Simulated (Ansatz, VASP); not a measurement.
# Two plane-wave programs on Ag4SI

File INCAR:

```
SYSTEM = Ag4SI
ALGO     = Normal         ! electronic algorithm
EDIFF    = 1E-6           ! SCF threshold, eV
ENCUT    = 520            ! plane-wave cutoff, eV
GGA      = PE             ! functional
ISIF     = 2              ! what is computed and relaxed
ISMEAR   = -1             ! smearing method
LASPH    = .True.         ! aspherical terms in the spheres
LCHARG   = .True.         ! write CHGCAR
LELF     = .True.         ! ELF
LREAL    = .False.        ! projectors in reciprocal space
LVHAR    = .True.       
LWAVE    = .False.        ! write WAVECAR
NBANDS   = 38             ! bands
NELM     = 100            ! most SCF steps
PREC     = Accurate       ! precision mode
SIGMA    = 0.05           ! smearing width, eV
```

Contents of KPOINTS:

```
k-points
0
Gamma
  6 6 4
  0 0 0
```

File POSCAR:

```
Ag4SI
1.0
    4.0244870000     -2.9004550000      0.0000000000
    4.0244870000      2.9004550000      0.0000000000
   -0.0298820000      0.0000000000      6.6928640000
I Ag S
1 4 1
Direct
    0.4982090000      0.4986500000      0.5059540000
    0.0074520000      0.4939020000     -0.0109930000
    0.1405710000      0.1434370000      0.3657170000
    0.5026410000     -0.0077070000     -0.0005500000
    0.8633710000      0.8636010000      0.6302220000
    0.0186470000     -0.0089290000      0.0001380000
```

input.yaml

```yaml
crystal:
  lattice:
    - [4.024487, -2.900455, 0.0]
    - [4.024487, 2.900455, 0.0]
    - [-0.029882, 0.0, 6.692864]
  atoms:
    - { symbol: I, position: [0.498209, 0.49865, 0.505954] }
    - { symbol: Ag, position: [0.007452, 0.493902, -0.010993] }
    - { symbol: Ag, position: [0.140571, 0.143437, 0.365717] }
    - { symbol: Ag, position: [0.502641, -0.007707, -0.00055] }
    - { symbol: Ag, position: [0.863371, 0.863601, 0.630222] }
    - { symbol: S, position: [0.018647, -0.008929, 0.000138] }
hamiltonian:
  xc: pbe
  pseudopotentials: { kind: paw }
kpoints:
  mp_grid: { grid: [6, 6, 4] }
scf:
  occupations: { method: fermi_dirac, width: 0.05 }
output:
  forces: true
  stress: true
  eigenvalues: true
  write_density: true
  write_potential: true
  elf: true
  volumetric_format: npy
```

Change from the starting cell: atoms moved at random, drawn with an rms of 0.05 Å.

Alike in both runs: task single point; functional PBE; k mesh 6 × 6 × 4; occupations fermi-dirac, width 0.05 eV; no spin polarisation.

|  | VASP | Ansatz |
| --- | --- | --- |
| version | VASP 6.6.1 | Ansatz 0.2.0 |
| potentials or method | VASP PAW PBE potentials, release 64 (I, Ag, S) | Ansatz PAW |
| plane-wave cutoff (eV) | 520 | 420 |
| valence electrons in the cell | 57 | 99 |

Ansatz gave:

```
gap on the k mesh at the Fermi level (eV)                     : none
pressure (GPa)                                                : -0.4
traceless stress, the component that is largest in VASP (GPa) : 0.28
rms of the force components (eV/Å)                            : 0.190
```

Problem. Which values does VASP return?

Solution. gap on the k mesh at the Fermi level (eV): none; pressure (GPa): -0.4; traceless stress, the component that is largest in VASP (GPa): 0.30; rms of the force components (eV/Å): 0.189.

Atom by atom the forces differ by 0.001 eV/Å (rms over components). A gap of «none» marks a metal or a gap that the smearing closes. With one functional, cell and mesh, what is left measures potentials, basis and numerics. VASP's potentials hold 57 valence electrons a cell and Ansatz's 99, so a difference there can come from the potentials and not from the codes.

Spin-orbit coupling is off throughout.
